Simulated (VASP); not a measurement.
# NaI (I4/mmm) in VASP: a series of runs

NaI is run at these levels: PBE, r2SCAN; tasks: single point.

Program: VASP 6.6.1. These are calculated values, not measurements. Logs are shortened: lines on timing, memory, paths and dates and some standing lists are left out, and cuts for length are marked.

### Step 1. The cell of the first run

The structure is tetragonal, space group I4/mmm (No. 139). The conventional cell has a = 4.568 Å, b = 4.568 Å, c = 6.255 Å, α = 90.00°, β = 90.00°, γ = 90.00°. Within 4.1 Å of Na (site symmetry 4/mmm) lie 6 I at 3.13 to 3.23 Å. I (site symmetry 4/mmm) has 6 Na at 3.13 to 3.23 Å within 4.1 Å.

### Step 2. Single point, PBE (uniaxial z strain -3.2%)

INCAR

```
PREC = Accurate
ENCUT = 520
EDIFF = 1E-6
ISMEAR = -1
SIGMA = 0.02
LREAL = F
LASPH = T
NELM = 100
ALGO = Normal
ISIF = 2
LWAVE = F
LCHARG = T
GGA = PE
LELF = T
LVHAR = T
NBANDS = 14
```

KPOINTS

```
Automatic mesh
0
Gamma
  8 8 8
```

POSCAR

```
NaI
1.0
    0.0000000000      3.2297205453      3.1276613761
    3.2297205453      0.0000000000      3.1276613761
    3.2297205453      3.2297205453      0.0000000000
Na I
1 1
Direct
    0.0000000000      0.0000000000      0.0000000000
    0.5000000000      0.5000000000      0.5000000000
```

Potentials or basis: VASP PAW PBE potentials, release 64 (Na_pv, I).

Started as:

```console
$ cat potpaw_PBE.64/Na_pv/POTCAR potpaw_PBE.64/I/POTCAR > POTCAR
$ mpirun -np 1 vasp_std > vasp.out
```

OUTCAR:

```text
PREC = Accurate
   ENCUT = 520
   EDIFF = 1E-6
   ISMEAR = -1
   LREAL = F
   LASPH = T
   NELM = 100
   ISIF = 2
   GGA = PE

 ion  position               nearest neighbor table
   1  0.000  0.000  0.000-   2 3.13   2 3.13
   2  0.500  0.500  0.500-   1 3.13   1 3.13

  LATTYP: Found a body centered tetragonal cell.
 ALAT       =     4.5675145978
 C/A-ratio  =     1.3695244138

  Lattice vectors:

 A1 = (   0.0000000000,  -3.2297205453,  -3.1276613761)
 A2 = (   0.0000000000,   3.2297205453,  -3.1276613761)
 A3 = (   3.2297205453,   0.0000000000,   3.1276613761)

Analysis of symmetry for initial positions (statically):
=====================================================================
 Subroutine PRICEL returns:
 Original cell was already a primitive cell.

 Routine SETGRP: Setting up the symmetry group for a
 body centered tetragonal supercell.

 Subroutine GETGRP returns: Found 16 space group operations
 (whereof 16 operations were pure point group operations)
 out of a pool of 16 trial point group operations.

The static configuration has the point symmetry D_4h.

Analysis of symmetry for dynamics (positions and initial velocities):
=====================================================================
 Subroutine PRICEL returns:
 Original cell was already a primitive cell.

 Routine SETGRP: Setting up the symmetry group for a
 body centered tetragonal supercell.

 Subroutine GETGRP returns: Found 16 space group operations
 (whereof 16 operations were pure point group operations)
 out of a pool of 16 trial point group operations.

The dynamic configuration has the point symmetry D_4h.

 Subroutine INISYM returns: Found 16 space group operations
 (whereof 16 operations are pure point group operations),
 and found     1 'primitive' translations

----------------------------------------------------------------------------------------

                                     Primitive cell

  volume of cell :      65.2499

  direct lattice vectors                    reciprocal lattice vectors
     0.000000000  3.229720545  3.127661376    -0.154812156  0.154812156  0.159863853
     3.229720545  0.000000000  3.127661376     0.154812156 -0.154812156  0.159863853
     3.229720545  3.229720545  0.000000000     0.154812156  0.154812156 -0.159863853

  length of vectors
     4.495927100  4.495927100  4.567514598     0.271090499  0.271090499  0.271090499

  position of ions in fractional coordinates (direct lattice)
     0.000000000  0.000000000  0.000000000
     0.500000000  0.500000000  0.500000000

  ion indices of the primitive-cell ions
   primitive index   ion index
                 1           1
                 2           2

----------------------------------------------------------------------------------------

 KPOINTS: Automatic mesh

Automatic generation of k-mesh.
 Grid dimensions read from file:
 generate k-points for:    8    8    8

 Generating k-lattice:

  Cartesian coordinates                     Fractional coordinates (reciprocal lattice)
    -0.019351519  0.019351519  0.019982982     0.125000000  0.000000000  0.000000000
     0.019351519 -0.019351519  0.019982982     0.000000000  0.125000000  0.000000000
     0.019351519  0.019351519 -0.019982982     0.000000000  0.000000000  0.125000000

  Length of vectors
     0.033886312  0.033886312  0.033886312

  Shift w.r.t. Gamma in fractional coordinates (k-lattice)
     0.000000000  0.000000000  0.000000000

 Subroutine IBZKPT returns following result:
 ===========================================

 Found     59 irreducible k-points:

 Following reciprocal coordinates:
            Coordinates               Weight
  0.000000  0.000000  0.000000      1.000000
  0.125000  0.000000  0.000000      8.000000
  0.250000  0.000000  0.000000      8.000000
  0.375000  0.000000  0.000000      8.000000
  0.500000  0.000000  0.000000      4.000000
  0.125000  0.125000  0.000000      2.000000
[... 16 lines left out ...]
  0.250000  0.000000  0.125000     16.000000
  0.375000  0.000000  0.125000     16.000000
 [... further k-points ...]
   k-points           NKPTS =     59   k-points in BZ     NKDIM =     59   number of bands    NBANDS=     14
   number of dos      NEDOS =    301   number of ions     NIONS =      2
   total plane-waves  NPLWV =  46656
   dimension x,y,z NGX =    36 NGY =   36 NGZ =   36
   dimension x,y,z NGXF=    72 NGYF=   72 NGZF=   72
   ions per type =               1   1
   NGX,Y,Z   is equivalent  to a cutoff of  13.31, 13.31, 13.10 a.u.
   NGXF,Y,Z  is equivalent  to a cutoff of  26.62, 26.62, 26.21 a.u.
 SYSTEM =  unknown system
   PREC   = accura    normal or accurate (medium, high low for compatibility)
   ISTART =      0    job   : 0-new  1-cont  2-samecut
   ICHARG =      2    charge: 1-file 2-atom 10-const
   ISPIN  =      1    spin polarized calculation?
   LNONCOLLINEAR =      F non collinear calculations
   LSORBIT =      F    spin-orbit coupling
   LASPH  =      T    aspherical Exc in radial PAW
   ENCUT  =  520.0 eV  38.22 Ry    6.18 a.u.   8.36  8.36  8.49*2*pi/ulx,y,z
   NELM   =    100;   NELMIN=  2; NELMDL= -5     # of ELM steps
   EDIFF  = 0.1E-05   stopping-criterion for ELM
   LREAL  =      F    real-space projection
   EDIFFG = 0.1E-04   stopping-criterion for IOM
   NSW    =      0    number of steps for IOM
   IBRION =     -1    ionic relax: 0-MD 1-quasi-New 2-CG
   NFREE  =      0    steps in history (QN), initial steepest desc. (CG)
   ISIF   =      2    stress and relaxation
   ISYM   =      2    0-nonsym 1-usesym 2-fastsym
   POTIM  = 0.5000    time-step for ionic-motion
   TEBEG  =    0.0;   TEEND  =   0.0 temperature during run
   PSTRESS=    0.0 pullay stress
   NELECT =      14.0000    total number of electrons
   NUPDOWN=      -1.0000    fix difference up-down
   EMIN   =  10.00;   EMAX   =-10.00  energy-range for DOS
   EFERMI =   0.00;   METHOD = LEGACY
   ISMEAR =    -1;   SIGMA  =   0.02  broadening in eV -4-tet -1-fermi 0-gaus
   EFERMI_NEDOS =   21; number of points for ismear=-14 and -15
   IALGO  =     38    algorithm
   IMIX   =      4    mixing-type and parameters
     AMIX     =   0.40;   BMIX     =  1.00
     AMIX_MAG =   1.60;   BMIX_MAG =  1.00
  volume/ion in A,a.u.               =      32.62       220.16
  Fermi-wavevector in a.u.,A,eV,Ry     =   0.980071  1.852066 13.068935  0.960540
  Thomas-Fermi vector in A             =   2.110973
   LORBIT       =      0    0 simple, 1 ext, 2 COOP (PROOUT), +10 PAW based schemes
   GGA     = PE    functional components
   LHFCALC =     F    Hartree Fock is set to
   AEXX    =    0.0000 exact exchange contribution
   IVDW    =     0    specifies the selected vdW correction
   LEPSILON=     F    determine dielectric tensor
   LRPA    =     F    only Hartree local field effects (RPA)
 non-spin polarized calculation
  energy-cutoff  :      520.00
  volume of cell :       65.25
 maximum number of plane-waves:      1780
 NGX is ok and might be reduce to    36
   NGX = 17   NGY = 17   NGZ = 17

 number of electron      14.0000002 magnetization

 Free energy of the ion-electron system (eV)
  ---------------------------------------------------
  ext. energy  EPLUGINS =         0.00000000
  ---------------------------------------------------
  free energy    TOTEN  =        -5.36800549 eV

  energy without entropy =       -5.36800549  energy(sigma->0) =       -5.36800549

 E-fermi :   1.5019     XC(G=0):  -7.8589

 val. band max:        1.0923043606   @ k =   0.0000   0.0000   0.0000
 cond. band min:       4.8267653594   @ k =   0.0000   0.0000   0.0000
 fundamental gap:      3.7344609988
 Fermi energy:         1.5019422783

 k-point     1 :       0.0000    0.0000    0.0000
  band No.  band energies     occupation
      1     -21.3177      2.00000
      2     -21.3177      2.00000
      3     -21.3159      2.00000
      4     -10.0421      2.00000
      5       1.0500      2.00000
      6       1.0923      2.00000
      7       1.0923      2.00000
      8       4.8268      0.00000
      9       8.9409      0.00000
     10       8.9409      0.00000
     11       9.1551      0.00000
     12      10.7071      0.00000
     13      11.0650      0.00000
     14      11.5445      0.00000

 k-point     2 :       0.1250    0.0000    0.0000
  band No.  band energies     occupation
      1     -21.3184      2.00000
      2     -21.3178      2.00000
      3     -21.3162      2.00000
      4      -9.9940      2.00000
      5       0.5863      2.00000
      6       1.0241      2.00000
      7       1.0366      2.00000
      8       5.3636      0.00000
      9       8.6443      0.00000
     10       9.0894      0.00000
     11       9.2541      0.00000
     12      10.3323      0.00000
     13      10.5976      0.00000
     14      12.1341      0.00000

 k-point     3 :       0.2500    0.0000    0.0000
  band No.  band energies     occupation
      1     -21.3205      2.00000
      2     -21.3180      2.00000
      3     -21.3165      2.00000
      4      -9.8732      2.00000
      5      -0.2952      2.00000
      6       0.9093      2.00000
      7       0.9274      2.00000
      8       6.1021      0.00000
      9       8.6610      0.00000
     10       8.9457      0.00000
     11       9.2150      0.00000
     12      10.6552      0.00000
     13      10.7066      0.00000
     14      11.6479      0.00000
[... 324 lines left out ...]
 k-point    23 :       0.2500    0.0000    0.1250
  band No.  band energies     occupation
      1     -21.3199      2.00000
      2     -21.3182      2.00000
      3     -21.3166      2.00000
      4      -9.8869      2.00000
      5      -0.0563      2.00000
      6       0.7999      2.00000
      7       0.8426      2.00000
      8       6.2727      0.00000
      9       8.0195      0.00000
     10       8.7336      0.00000
     11       9.6370      0.00000
     12      10.1522      0.00000
     13      11.2902      0.00000
     14      12.7012      0.00000

 k-point    24 :       0.3750    0.0000    0.1250
  band No.  band energies     occupation
      1     -21.3219      2.00000
      2     -21.3184      2.00000
      3     -21.3169      2.00000
      4      -9.7614      2.00000
      5      -0.7412      2.00000
      6       0.6516      2.00000
      7       0.7212      2.00000
      8       6.6016      0.00000
      9       8.1592      0.00000
     10       8.7326      0.00000
     11       9.3058      0.00000
     12      11.2759      0.00000
     13      12.2555      0.00000
     14      12.3369      0.00000

 [... further k-points ...]

------------------------ aborting loop because EDIFF is reached ----------------------------------------

  FORCE on cell =-STRESS in cart. coord.  units (eV):
  Direction    XX          YY          ZZ          XY          YZ          ZX
  --------------------------------------------------------------------------------------
  -------------------------------------------------------------------------------------
  Total        0.3469005      0.3469005      0.7828378      0.0000000     -0.0000000     -0.0000000
  in kB        8.5179647      8.5179647     19.2221851      0.0000000     -0.0000000     -0.0000000
  external PRESSURE =      12.0860382 kB  Pullay stress =       0.0000000 kB

 VOLUME and BASIS-vectors are now :
 -----------------------------------------------------------------------------
  energy-cutoff  :      520.00
  volume of cell :       65.25
      direct lattice vectors                 reciprocal lattice vectors
     0.000000000  3.229720545  3.127661376    -0.154812156  0.154812156  0.159863853
     3.229720545  0.000000000  3.127661376     0.154812156 -0.154812156  0.159863853
     3.229720545  3.229720545  0.000000000     0.154812156  0.154812156 -0.159863853

 POSITION                                       TOTAL-FORCE (eV/Angst)
 -----------------------------------------------------------------------------------
      0.00000      0.00000      0.00000         0.000000      0.000000      0.000000
      3.22972      3.22972      3.12766        -0.000000     -0.000000      0.000000
 -----------------------------------------------------------------------------------
    total drift:                                0.000000      0.000000      0.000000

  FREE ENERGIE OF THE ION-ELECTRON SYSTEM (eV)
  ---------------------------------------------------
  free  energy   TOTEN  =        -5.3680054873 eV

  energy  without entropy=       -5.3680054872  energy(sigma->0) =       -5.36800549
```

Run time: 62 s. Hardware: 1 thread of Intel Xeon 8259CL, shared host; peak memory 0.23 GiB.

What came out:

```yaml
Free_energy: -5.3680 eV
Pressure: 1.2 GPa
Band_gap_on_the_k_mesh: 3.73 eV, direct
```

Levels at points of the mesh, in eV from the valence-band top:
| k point | band 4 | band 5 | band 6 | band 7 | band 8 | band 9 | band 10 | band 11 |
| --- | --- | --- | --- | --- | --- | --- | --- | --- |
| (0.00, 0.00, 0.00) | -11.13 | -0.04 | 0.00 | 0.00 | 3.73 | 7.85 | 7.85 | 8.06 |
| (0.50, 0.00, 0.00) | -10.78 | -2.33 | -0.35 | -0.29 | 5.09 | 7.34 | 7.61 | 9.01 |
| (0.50, 0.50, 0.00) | -10.67 | -2.03 | -0.86 | -0.86 | 4.49 | 5.42 | 10.26 | 11.44 |
| (0.50, 0.00, 0.50) | -10.71 | -2.05 | -0.85 | -0.72 | 4.53 | 5.50 | 10.02 | 11.30 |

Caveat: the cell differs from its parent crystal (uniaxial z strain -3.2%); spin-orbit coupling is left out, which moves the levels of the heavy elements.

### Step 3. Single point, r2SCAN (uniaxial z strain -3.2%)

POSCAR is that of step 2.

INCAR.step1

```
SYSTEM = NaI
  ALGO = Normal
  EDIFF = 1E-4
  ENCUT = 520
  GGA = PE
  ISMEAR = 0
  LASPH = .TRUE.
  LCHARG = .FALSE.
  LREAL = .FALSE.
  LWAVE = .TRUE.
  NBANDS = 14
  NELM = 100
  PREC = Accurate
  SIGMA = 0.01
```

INCAR.step2

```
SYSTEM = NaI
  ALGO = Normal
  EDIFF = 1E-6
  ENCUT = 520
  ISIF = 2
  ISMEAR = 0
  ISTART = 1
  LASPH = .TRUE.
  LCHARG = .FALSE.
  LMIXTAU = .TRUE.
  LREAL = .FALSE.
  LWAVE = .FALSE.
  METAGGA = R2SCAN
  NBANDS = 14
  NELM = 100
  PREC = Accurate
  SIGMA = 0.01
```

KPOINTS

```
k-points
0
G
  8 8 8
  0 0 0
```

Potentials or basis: VASP PAW PBE potentials, release 64 (Na_pv, I).

Started as:

```console
$ cat potpaw_PBE.64/Na_pv/POTCAR potpaw_PBE.64/I/POTCAR > POTCAR
$ cp INCAR.step1 INCAR
$ mpirun -np 1 vasp_std > vasp.out
$ cp INCAR.step2 INCAR
$ mpirun -np 1 vasp_std > vasp.out
```

It took 4.1 min on 1 thread of Intel Xeon 8259CL, shared host; peak memory 0.24 GiB.

It converged, with:

```yaml
Free_energy: -31.0787 eV
Pressure: 0.6 GPa
Band_gap_on_the_k_mesh: 4.55 eV, direct
```

Stress tensor (GPa, compression positive):
```
0.21 0.00 0.00
0.00 0.21 0.00
0.00 0.00 1.30
```

Levels at points of the mesh, in eV from the valence-band top:
```tsv
k point	band 5	band 6	band 7	band 8	band 9	band 10
(0.00, 0.00, 0.00)	-0.04	0.00	0.00	4.55	8.39	8.39
(0.50, 0.00, 0.00)	-2.34	-0.37	-0.31	5.69	7.96	8.24
(0.50, 0.50, 0.00)	-2.07	-0.88	-0.88	5.21	5.88	11.13
(0.50, 0.00, 0.50)	-2.08	-0.86	-0.73	5.26	5.97	10.90
```

Caveat: the cell differs from its parent crystal (uniaxial z strain -3.2%); the PAW data sets were made with another functional, which shifts forces and pressure a little; spin-orbit coupling is left out, which moves the levels of the heavy elements.
